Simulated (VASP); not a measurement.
# GaIr (Pm-3m) in VASP: single point with LDA

Aim: the single point of GaIr with LDA.

Everything below comes from runs of VASP 6.6.1. Logs are shortened: lines on timing, memory, paths and dates and some standing lists are left out, and cuts for length are marked.

### Step 1. The cell of the first run

Symmetry: Pm-3m, No. 221, cubic system. Conventional cell: a = 3.004 Å, b = 3.004 Å, c = 3.004 Å, α = 90.00°, β = 90.00°, γ = 90.00°. Ga (site symmetry m-3m) has 8 Ir at 2.60 Å and 6 Ga at 3.00 Å within 3.4 Å. Ir (site symmetry m-3m) has 8 Ga at 2.60 Å and 6 Ir at 3.00 Å within 3.4 Å.

### Step 2. Single point, LDA

The input, INCAR:

```
SYSTEM = GaIr
PREC = Accurate ; ENCUT = 520
EDIFF = 1E-6 ; ISMEAR = 1
SIGMA = 0.1 ; LREAL = .False.
LASPH = .True. ; NELM = 60
ALGO = Normal ; ISIF = 2
LWAVE = .False. ; LCHARG = .True.
GGA = CA ; LELF = .True.
LVHAR = .True. ; NBANDS = 18
```

The input, KPOINTS:

```
Automatic mesh
0
Gamma
  10 10 10
  0 0 0
```

The input, POSCAR:

```
GaIr
1.0
    3.0040000000      0.0000000000      0.0000000000
    0.0000000000      3.0040000000      0.0000000000
    0.0000000000      0.0000000000      3.0040000000
Ga Ir
1 1
Direct
    0.0000000000      0.0000000000      0.0000000000
    0.5000000000      0.5000000000      0.5000000000
```

Potentials or basis: VASP PAW LDA potentials, release 64 (Ga_d, Ir).

Command:

```
$ cat potpaw_LDA.64/Ga_d/POTCAR potpaw_LDA.64/Ir/POTCAR > POTCAR
$ mpirun -np 1 vasp_std > vasp.out
```

OUTCAR:

```text
SYSTEM = GaIr
   PREC = Accurate
   ENCUT = 520
   EDIFF = 1E-6
   ISMEAR = 1
   LREAL = .False.
   LASPH = .True.
   NELM = 60
   ISIF = 2
   GGA = CA

 ion  position               nearest neighbor table
   1  0.000  0.000  0.000-   2 2.60   2 2.60   2 2.60   2 2.60   2 2.60   2 2.60   2 2.60   2 2.60

   2  0.500  0.500  0.500-   1 2.60   1 2.60   1 2.60   1 2.60   1 2.60   1 2.60   1 2.60   1 2.60

  LATTYP: Found a simple cubic cell.
 ALAT       =     3.0040000000

  Lattice vectors:

 A1 = (   3.0040000000,   0.0000000000,   0.0000000000)
 A2 = (   0.0000000000,   3.0040000000,   0.0000000000)
 A3 = (   0.0000000000,   0.0000000000,   3.0040000000)

Analysis of symmetry for initial positions (statically):
=====================================================================
 Subroutine PRICEL returns:
 Original cell was already a primitive cell.

 Routine SETGRP: Setting up the symmetry group for a
 simple cubic supercell.

 Subroutine GETGRP returns: Found 48 space group operations
 (whereof 48 operations were pure point group operations)
 out of a pool of 48 trial point group operations.

The static configuration has the point symmetry O_h .

Analysis of symmetry for dynamics (positions and initial velocities):
=====================================================================
 Subroutine PRICEL returns:
 Original cell was already a primitive cell.

 Routine SETGRP: Setting up the symmetry group for a
 simple cubic supercell.

 Subroutine GETGRP returns: Found 48 space group operations
 (whereof 48 operations were pure point group operations)
 out of a pool of 48 trial point group operations.

The dynamic configuration has the point symmetry O_h .

 Subroutine INISYM returns: Found 48 space group operations
 (whereof 48 operations are pure point group operations),
 and found     1 'primitive' translations

----------------------------------------------------------------------------------------

                                     Primitive cell

  volume of cell :      27.1081

  direct lattice vectors                    reciprocal lattice vectors
     3.004000000  0.000000000  0.000000000     0.332889481  0.000000000  0.000000000
     0.000000000  3.004000000  0.000000000     0.000000000  0.332889481  0.000000000
     0.000000000  0.000000000  3.004000000     0.000000000  0.000000000  0.332889481

  length of vectors
     3.004000000  3.004000000  3.004000000     0.332889481  0.332889481  0.332889481

  position of ions in fractional coordinates (direct lattice)
     0.000000000  0.000000000  0.000000000
     0.500000000  0.500000000  0.500000000

  ion indices of the primitive-cell ions
   primitive index   ion index
                 1           1
                 2           2

----------------------------------------------------------------------------------------

 KPOINTS: Automatic mesh

Automatic generation of k-mesh.
 Grid dimensions read from file:
 generate k-points for:   10   10   10

 Generating k-lattice:

  Cartesian coordinates                     Fractional coordinates (reciprocal lattice)
     0.033288948  0.000000000  0.000000000     0.100000000  0.000000000  0.000000000
     0.000000000  0.033288948  0.000000000     0.000000000  0.100000000  0.000000000
     0.000000000  0.000000000  0.033288948     0.000000000  0.000000000  0.100000000

  Length of vectors
     0.033288948  0.033288948  0.033288948

  Shift w.r.t. Gamma in fractional coordinates (k-lattice)
     0.000000000  0.000000000  0.000000000

 Subroutine IBZKPT returns following result:
 ===========================================

 Found     56 irreducible k-points:

 Following reciprocal coordinates:
            Coordinates               Weight
  0.000000  0.000000  0.000000      1.000000
  0.100000  0.000000  0.000000      6.000000
  0.200000  0.000000  0.000000      6.000000
  0.300000  0.000000  0.000000      6.000000
  0.400000  0.000000  0.000000      6.000000
  0.500000  0.000000  0.000000      3.000000
[... 16 lines left out ...]
  0.200000  0.100000  0.100000     24.000000
  0.300000  0.100000  0.100000     24.000000
 [... further k-points ...]
   k-points           NKPTS =     56   k-points in BZ     NKDIM =     56   number of bands    NBANDS=     18
   number of dos      NEDOS =    301   number of ions     NIONS =      2
   total plane-waves  NPLWV =  13824
   dimension x,y,z NGX =    24 NGY =   24 NGZ =   24
   dimension x,y,z NGXF=    48 NGYF=   48 NGZF=   48
   ions per type =               1   1
   NGX,Y,Z   is equivalent  to a cutoff of  13.28, 13.28, 13.28 a.u.
   NGXF,Y,Z  is equivalent  to a cutoff of  26.56, 26.56, 26.56 a.u.
 SYSTEM =  GaIr
   PREC   = accura    normal or accurate (medium, high low for compatibility)
   ISTART =      0    job   : 0-new  1-cont  2-samecut
   ICHARG =      2    charge: 1-file 2-atom 10-const
   ISPIN  =      1    spin polarized calculation?
   LNONCOLLINEAR =      F non collinear calculations
   LSORBIT =      F    spin-orbit coupling
   LASPH  =      T    aspherical Exc in radial PAW
   ENCUT  =  520.0 eV  38.22 Ry    6.18 a.u.   5.59  5.59  5.59*2*pi/ulx,y,z
   NELM   =     60;   NELMIN=  2; NELMDL= -5     # of ELM steps
   EDIFF  = 0.1E-05   stopping-criterion for ELM
   LREAL  =      F    real-space projection
   EDIFFG = 0.1E-04   stopping-criterion for IOM
   NSW    =      0    number of steps for IOM
   IBRION =     -1    ionic relax: 0-MD 1-quasi-New 2-CG
   NFREE  =      0    steps in history (QN), initial steepest desc. (CG)
   ISIF   =      2    stress and relaxation
   ISYM   =      2    0-nonsym 1-usesym 2-fastsym
   POTIM  = 0.5000    time-step for ionic-motion
   TEBEG  =    0.0;   TEEND  =   0.0 temperature during run
   PSTRESS=    0.0 pullay stress
   NELECT =      22.0000    total number of electrons
   NUPDOWN=      -1.0000    fix difference up-down
   EMIN   =  10.00;   EMAX   =-10.00  energy-range for DOS
   EFERMI =   0.00;   METHOD = LEGACY
   ISMEAR =     1;   SIGMA  =   0.10  broadening in eV -4-tet -1-fermi 0-gaus
   EFERMI_NEDOS =   21; number of points for ismear=-14 and -15
   IALGO  =     38    algorithm
   IMIX   =      4    mixing-type and parameters
     AMIX     =   0.40;   BMIX     =  1.00
     AMIX_MAG =   1.60;   BMIX_MAG =  1.00
  volume/ion in A,a.u.               =      13.55        91.47
  Fermi-wavevector in a.u.,A,eV,Ry     =   1.527035  2.885679 31.726574  2.331837
  Thomas-Fermi vector in A             =   2.634987
   LORBIT       =      0    0 simple, 1 ext, 2 COOP (PROOUT), +10 PAW based schemes
   GGA     = CA    functional components
   LHFCALC =     F    Hartree Fock is set to
   AEXX    =    0.0000 exact exchange contribution
   IVDW    =     0    specifies the selected vdW correction
   LEPSILON=     F    determine dielectric tensor
   LRPA    =     F    only Hartree local field effects (RPA)
 non-spin polarized calculation
 Methfessel and Paxton  Order N= 1 SIGMA  =   0.10
  energy-cutoff  :      520.00
  volume of cell :       27.11
 maximum number of plane-waves:       740
 NGX is ok and might be reduce to    24
   NGX = 11   NGY = 11   NGZ = 11

 number of electron      22.0000007 magnetization

 Free energy of the ion-electron system (eV)
  ---------------------------------------------------
  ext. energy  EPLUGINS =         0.00000000
  ---------------------------------------------------
  free energy    TOTEN  =       -14.77347146 eV

  energy without entropy =      -14.77344728  energy(sigma->0) =      -14.77346340

 E-fermi :  10.0790     XC(G=0): -13.7831

 val. band max:        9.9837636527   @ k =   0.5000   0.4000   0.0000
 cond. band min:      10.0833367696   @ k =   0.5000   0.3000   0.3000
 fundamental gap:      0.0995731169
 Fermi energy:        10.0790216995

 k-point     1 :       0.0000    0.0000    0.0000
  band No.  band energies     occupation
      1      -5.7256      2.00000
      2      -5.7256      2.00000
      3      -5.4620      2.00000
      4      -5.4620      2.00000
      5      -5.4620      2.00000
      6      -3.0271      2.00000
[... 10 lines left out ...]
     17      22.7638      0.00000
     18      28.2652      0.00000

 k-point     2 :       0.1000    0.0000    0.0000
  band No.  band energies     occupation
      1      -5.7189      2.00000
      2      -5.7014      2.00000
      3      -5.4669      2.00000
      4      -5.4669      2.00000
      5      -5.4589      2.00000
      6      -2.8251      2.00000
[... 10 lines left out ...]
     17      23.4942      0.00000
     18      28.3564      0.00000

 k-point     3 :       0.2000    0.0000    0.0000
  band No.  band energies     occupation
      1      -5.7013      2.00000
      2      -5.6388      2.00000
      3      -5.4795      2.00000
      4      -5.4795      2.00000
      5      -5.4507      2.00000
      6      -2.2304      2.00000
[... 10 lines left out ...]
     17      25.8959      0.00000
     18      27.7911      0.00000

 k-point     4 :       0.3000    0.0000    0.0000
  band No.  band energies     occupation
      1      -5.6796      2.00000
      2      -5.5629      2.00000
      3      -5.4951      2.00000
      4      -5.4951      2.00000
      5      -5.4406      2.00000
      6      -1.2768      2.00000
[... 10 lines left out ...]
     17      25.8168      0.00000
     18      25.8745      0.00000

 k-point     5 :       0.4000    0.0000    0.0000
  band No.  band energies     occupation
      1      -5.6620      2.00000
      2      -5.5075      2.00000
      3      -5.5075      2.00000
      4      -5.5025      2.00000
      5      -5.4324      2.00000
      6      -0.0194      2.00000
[... 10 lines left out ...]
     17      23.5278      0.00000
     18      23.5279      0.00000

 k-point     6 :       0.5000    0.0000    0.0000
  band No.  band energies     occupation
      1      -5.6552      2.00000
      2      -5.5122      2.00000
      3      -5.5122      2.00000
      4      -5.4797      2.00000
      5      -5.4292      2.00000
      6       1.3341      2.00000
[... 10 lines left out ...]
     17      21.5695      0.00000
     18      21.5695      0.00000

 k-point     7 :       0.1000    0.1000    0.0000
  band No.  band energies     occupation
      1      -5.7044      2.00000
      2      -5.6858      2.00000
      3      -5.4742      2.00000
      4      -5.4722      2.00000
      5      -5.4570      2.00000
      6      -2.6237      2.00000
[... 10 lines left out ...]
     17      23.3889      0.00000
     18      28.3383      0.00000

 k-point     8 :       0.2000    0.1000    0.0000
  band No.  band energies     occupation
      1      -5.6853      2.00000
      2      -5.6266      2.00000
      3      -5.4926      2.00000
      4      -5.4852      2.00000
      5      -5.4530      2.00000
      6      -2.0335      2.00000
[... 10 lines left out ...]
     17      25.5899      0.00000
     18      26.5718      0.00000
[... 229 lines left out ...]
     17      23.2962      0.00000
     18      26.5113      0.00000

 k-point    20 :       0.5000    0.4000    0.0000
  band No.  band energies     occupation
      1      -5.7213      2.00000
      2      -5.6028      2.00000
      3      -5.5680      2.00000
      4      -5.5605      2.00000
      5      -5.3227      2.00000
      6       1.3990      2.00000
[... 10 lines left out ...]
     17      23.2181      0.00000
     18      26.8798      0.00000

 k-point    21 :       0.5000    0.5000    0.0000
  band No.  band energies     occupation
      1      -5.7412      2.00000
      2      -5.6024      2.00000
      3      -5.5740      2.00000
      4      -5.5740      2.00000
      5      -5.3022      2.00000
      6       1.3850      2.00000
[... 10 lines left out ...]
     17      22.6353      0.00000
     18      26.4262      0.00000

 k-point    22 :       0.1000    0.1000    0.1000
  band No.  band energies     occupation
      1      -5.6803      2.00000
      2      -5.6803      2.00000
      3      -5.4773      2.00000
      4      -5.4773      2.00000
      5      -5.4625      2.00000
      6      -2.4244      2.00000
[... 10 lines left out ...]
     17      22.9127      0.00000
     18      28.4162      0.00000

 k-point    23 :       0.2000    0.1000    0.1000
  band No.  band energies     occupation
      1      -5.6659      2.00000
      2      -5.6180      2.00000
      3      -5.4979      2.00000
      4      -5.4907      2.00000
      5      -5.4631      2.00000
      6      -1.8416      2.00000
[... 10 lines left out ...]
     17      25.3781      0.00000
     18      26.0347      0.00000

 k-point    24 :       0.3000    0.1000    0.1000
  band No.  band energies     occupation
      1      -5.6480      2.00000
      2      -5.5427      2.00000
      3      -5.5256      2.00000
      4      -5.5071      2.00000
      5      -5.4600      2.00000
      6      -0.9164      2.00000
[... 10 lines left out ...]
     17      23.7718      0.00000
     18      25.7752      0.00000

 [... further k-points ...]
[... 5 lines left out ...]
  --------------------------------------------------------------------------------------
  -------------------------------------------------------------------------------------
  Total       -0.0308076     -0.0308076     -0.0308076     -0.0000000     -0.0000000      0.0000000
  in kB       -1.8208290     -1.8208290     -1.8208290     -0.0000000     -0.0000000      0.0000000
  external PRESSURE =      -1.8208290 kB  Pullay stress =       0.0000000 kB

 VOLUME and BASIS-vectors are now :
 -----------------------------------------------------------------------------
  energy-cutoff  :      520.00
  volume of cell :       27.11
      direct lattice vectors                 reciprocal lattice vectors
     3.004000000  0.000000000  0.000000000     0.332889481  0.000000000  0.000000000
     0.000000000  3.004000000  0.000000000     0.000000000  0.332889481  0.000000000
     0.000000000  0.000000000  3.004000000     0.000000000  0.000000000  0.332889481

 POSITION                                       TOTAL-FORCE (eV/Angst)
 -----------------------------------------------------------------------------------
      0.00000      0.00000      0.00000         0.000000      0.000000      0.000000
      1.50200      1.50200      1.50200         0.000000      0.000000      0.000000
 -----------------------------------------------------------------------------------
    total drift:                                0.000000      0.000000     -0.000000

  FREE ENERGIE OF THE ION-ELECTRON SYSTEM (eV)
  ---------------------------------------------------
  free  energy   TOTEN  =       -14.7734714581 eV

  energy  without entropy=      -14.7734472783  energy(sigma->0) =      -14.77346340
```

Wall time 30 s (1 thread of Intel Xeon 8259CL, shared host); peak memory 0.15 GiB.

What came out:

```
Free energy            : -14.7735 eV
Pressure               : -0.2 GPa
Band gap on the k mesh : zero (band 11 reaches 10.44 eV, above the bottom of band 12 at 9.82 eV)
```

Caveat: spin-orbit coupling is left out, which moves the levels of the heavy elements.
